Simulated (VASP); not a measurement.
## GaN: single point with PBEsol

The system is GaN.

```
Ga N
1.0
     3.18257    0.00000    0.00000
    -1.59129    2.75619    0.00000
     0.00000    0.00000    5.15948
Ga N
2 2
Cartesian
  0.0000 1.8375 -0.0063
  1.5913 0.9187 2.5734
  0.0000 1.8375 1.9411
  1.5913 0.9187 4.5209
```

This cell differs from its parent crystal: z stretched by -0.5 %, x and y held.

* Program: VASP 6.6.1
* Task: single point
* Functional: PBEsol
* Potentials or basis: VASP PAW PBE potentials, release 64 (Ga_d, N)
* Cutoff: 520 eV
* k mesh: 8 × 8 × 4
* Occupations: gaussian, width 0.01 eV
* Spin: no spin polarisation

```
Pressure               : 0.7 GPa
Band gap on the k mesh : 1.94 eV, direct
```

Stress tensor (GPa, compression positive):
```
0.25 0.00 0.00
0.00 0.25 0.00
0.00 0.00 1.73
```

Levels at points of the mesh, in eV from the valence-band top:
| k point | band 14 | band 15 | band 16 | band 17 | band 18 | band 19 | band 20 | band 21 | band 22 | band 23 |
| --- | --- | --- | --- | --- | --- | --- | --- | --- | --- | --- |
| (0.00, 0.00, 0.00) | -1.07 | -1.07 | -0.01 | 0.00 | 0.00 | 1.94 | 4.20 | 9.19 | 9.81 | 9.81 |
| (0.50, 0.00, 0.00) | -5.35 | -4.28 | -2.82 | -2.25 | -1.02 | 4.93 | 5.56 | 6.01 | 8.64 | 10.36 |
| (0.00, 0.00, 0.50) | -3.85 | -0.55 | -0.55 | -0.55 | -0.55 | 4.24 | 4.24 | 8.44 | 8.44 | 10.33 |
| (0.50, 0.00, 0.50) | -6.71 | -1.99 | -1.99 | -1.90 | -1.90 | 4.34 | 4.34 | 7.75 | 7.75 | 9.93 |

It took 16 s on 1 thread of Intel(R) Xeon(R) 6975P-C (Granite Rapids) (shared host), peak memory 0.17 GiB.

Caveat: the cell differs from its parent crystal (z stretched by -0.5 %, x and y held); the PAW data sets were made with another functional, which shifts forces and pressure a little.
